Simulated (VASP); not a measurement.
Ag2O:

```
CELL_PARAMETERS angstrom
4.71800 0.00000 0.00000
0.00000 4.71800 0.00000
0.00000 0.00000 4.71800
ATOMIC_POSITIONS crystal
Ag 0.25000 0.25000 0.25000
Ag 0.25000 0.75000 0.75000
Ag 0.75000 0.75000 0.25000
Ag 0.75000 0.25000 0.75000
O 0.00000 0.00000 0.00000
O 0.50000 0.50000 0.50000
```

- Program: VASP 6.6.1
- Task: relaxation of cell and atoms
- Functional: PBE
- Potentials or basis: VASP PAW PBE potentials, release 64 (Ag, O)
- Cutoff: 600 eV
- k mesh: 7 × 7 × 7
- Occupations: fermi-dirac, width 0.1 eV
- Spin: no spin polarisation

At the start: pressure 4.7 GPa; volume 17.50 Å³/atom.

Problem. How do energy, volume and symmetry change on relaxing?

Solution. Over 3 steps the energy falls by 14.4 meV/atom and the volume is 18.54 Å³/atom (+5.9 %); space group Pn-3m (No. 224, to 0.1 Å) before and after.

The path:
```tsv
step	energy change (eV)	largest force (eV/Å)	pressure (GPa)	volume (Å³)
1	0.0000	0.0000	4.70	105.02
2	-0.0805	0.0000	-1.05	113.02
3	-0.0863	0.0000	0.01	111.25
```

Final structure:
```
CELL_PARAMETERS angstrom
4.80953 0.00000 0.00000
0.00000 4.80953 0.00000
0.00000 0.00000 4.80953
ATOMIC_POSITIONS crystal
Ag 0.25000 0.25000 0.25000
Ag 0.25000 0.75000 0.75000
Ag 0.75000 0.75000 0.25000
Ag 0.75000 0.25000 0.75000
O 0.00000 0.00000 0.00000
O 0.50000 0.50000 0.50000
```
